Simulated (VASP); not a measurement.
The system is ZnS.

```
CELL_PARAMETERS angstrom
0.00000 2.70465 2.70465
2.70465 0.00000 2.70465
2.70465 2.70465 0.00000
ATOMIC_POSITIONS crystal
Zn 0.00000 0.00000 0.00000
S 0.75000 0.75000 0.75000
```

```yaml
Program: VASP 6.6.1
Task: relaxation of cell and atoms
Functional: PBEsol
Potentials_or_basis: VASP PAW PBE potentials, release 64 (Zn, S)
Cutoff: 600 eV
k_mesh: 10 × 10 × 10
Occupations: gaussian, width 0.02 eV
Spin: no spin polarisation
```

At the start: pressure -2.0 GPa; volume 19.78 Å³/atom.

**Question.** How do energy, volume and symmetry change on relaxing?

**Answer.** Over 3 steps the energy falls by 3.4 meV/atom and the volume is 19.26 Å³/atom (-2.7 %); space group F-43m (No. 216, to 0.05 Å).

Step by step:
```tsv
step	energy change (eV)	largest force (eV/Å)	pressure (GPa)	volume (Å³)
1	0.0000	0.0000	-1.99	39.57
2	-0.0060	0.0000	0.71	38.18
3	-0.0067	0.0000	0.01	38.52
```

Final structure:
```
Zn S
1.0
     0.00000    2.68042    2.68042
     2.68042    0.00000    2.68042
     2.68042    2.68042    0.00000
Zn S
1 1
Direct
  0.00000 0.00000 0.00000
  0.75000 0.75000 0.75000
```

Caveat: the PAW data sets were made with another functional, which shifts forces and pressure a little.
